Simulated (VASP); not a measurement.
Input of a VASP 6.6.1 run:

Contents of INCAR:

```
  PREC = Accurate
  ENCUT = 520
  EDIFF = 1E-7
  ISMEAR = -1
  SIGMA = 0.1
  LREAL = F
  LASPH = T
  NELM = 60
  ALGO = Normal
  ISIF = 2
  LWAVE = F
  LCHARG = F
  GGA = PE
  NBANDS = 9
```

File KPOINTS:

```
regular mesh
0
Gamma
  26 26 15
```

POSCAR

```
Be
1.0
    2.1711588596      0.0000000000      0.0000000000
   -1.0855794298      1.8802787281      0.0000000000
    0.0000000000      0.0000000000      3.4102486966
Be
2
Direct
    0.3333333333      0.6666666667      0.2500000000
    0.6666666667      0.3333333333      0.7500000000
```

Potentials or basis: VASP PAW PBE potentials, release 64 (Be).

The run is started by

```bash
$ cat potpaw_PBE.64/Be/POTCAR > POTCAR
$ mpirun -np 1 vasp_std > vasp.out
```

Problem. Predict the pressure.

Solution. 19.7 GPa.

Problem. Estimate the band gap on the k mesh.

Solution. Zero (band 2 reaches 9.27 eV, above the bottom of band 3 at 7.43 eV).

Stress tensor (GPa, compression positive):
```
18.34  0.00  0.00
 0.00 18.34  0.00
 0.00  0.00 22.35
```
